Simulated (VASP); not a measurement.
# TiCo: single point with PBEsol

TiCo:

```
Ti Co
1.0
     2.93311    0.00000    0.00000
     0.00000    2.93311    0.00000
     0.00000    0.00000    2.93311
Ti Co
1 1
Direct
  0.00000 0.00000 0.00000
  0.50000 0.50000 0.50000
```

```yaml
Program: VASP 6.6.1
Task: single point
Functional: PBEsol
Potentials_or_basis: VASP PAW PBE potentials, release 64 (Ti_sv, Co)
Cutoff: 520 eV
k_mesh: 14 × 14 × 14
Occupations: gaussian, width 0.1 eV
Spin: collinear spin, ferromagnetic start
Starting_moments: "[0.0, 0.75] μB"
Dipole_correction: no
Further_INCAR_settings: ALGO = Normal; EDIFF = 1e-07; NBANDS = 22
```

The pressure is 0.5 GPa. The net moment is 0.56 μB per cell. The site moments are Ti -0.01; Co +0.59 μB. The valence electrons inside the program's atomic spheres are Ti 10.37; Co 8.39.

Levels at points of the mesh, in eV from the Fermi level:
Spin up:
```csv
k point,band 7,band 8,band 9,band 10,band 11,band 12,band 13,band 14,band 15,band 16
"(0.00, 0.00, 0.00)",-4.30,-1.80,-1.80,-1.80,0.62,0.62,2.87,2.87,2.87,9.29
"(0.50, 0.00, 0.00)",-2.98,-1.90,-1.90,-1.39,-0.87,-0.27,0.65,0.65,2.35,4.13
"(0.50, 0.50, 0.00)",-2.78,-2.78,-1.16,-0.53,0.69,0.69,1.21,2.67,2.67,3.29
"(0.50, 0.50, 0.50)",-2.78,-2.28,-2.28,-2.28,-1.13,-1.13,3.37,3.37,7.38,8.75
```
Spin down:
```csv
k point,band 6,band 7,band 8,band 9,band 10,band 11,band 12,band 13,band 14,band 15
"(0.00, 0.00, 0.00)",-3.92,-3.92,-1.44,-1.44,-1.44,0.96,0.96,2.95,2.95,2.95
"(0.50, 0.00, 0.00)",-3.93,-2.27,-1.51,-1.51,-0.97,-0.92,0.43,0.67,0.67,2.37
"(0.50, 0.50, 0.00)",-3.93,-2.49,-2.49,-0.29,0.10,0.70,0.70,1.33,2.81,2.81
"(0.50, 0.50, 0.50)",-2.46,-2.46,-2.26,-2.26,-2.26,-0.25,-0.25,3.35,3.35,7.56
```

It took 66 s on 1 thread of Intel(R) Xeon(R) Platinum 8488C (Sapphire Rapids), on a shared host, peak memory 0.23 GiB.

Caveat: the PAW data sets were made with another functional, which shifts forces and pressure a little.
